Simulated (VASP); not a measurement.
TiAl, 2 atoms in the cell. It takes space group P-6m2 (No. 187, hexagonal). Conventional cell: a = 2.876 Å, b = 2.876 Å, c = 4.496 Å, α = 90.00°, β = 90.00°, γ = 120.00°. Ti (site symmetry -6m2) has 6 Al at 2.79 Å and 6 Ti at 2.88 Å within 3.7 Å. Within 3.7 Å of Al (site symmetry -6m2) lie 6 Ti at 2.79 Å and 6 Al at 2.88 Å. 

```yaml
Program: VASP 6.6.1
Task: single point
Functional: PBEsol
Potentials_or_basis: VASP PAW PBE potentials, release 64 (Ti_sv, Al)
Cutoff: 520 eV
k_mesh: 18 × 18 × 10
Occupations: gaussian, width 0.15 eV
Spin: no spin polarisation
Dipole_correction: no
Further_INCAR_settings: ALGO = Fast; EDIFF = 1e-06; NBANDS = 14
```

Potentials or basis: VASP PAW PBE potentials, release 64 (Ti_sv, Al).

The run is started by

```console
$ cat potpaw_PBE.64/Ti_sv/POTCAR potpaw_PBE.64/Al/POTCAR > POTCAR
$ mpirun -np 1 vasp_std > vasp.out
```

Hardware: 1 thread of Intel Xeon 8259CL, on a shared host.

Question: How long does it take, and how much memory?

Answer: Wall time 4.3 min on 1 thread of Intel Xeon 8259CL (shared host), peak memory 0.24 GiB. Counts: scf iterations 27, k points 222.
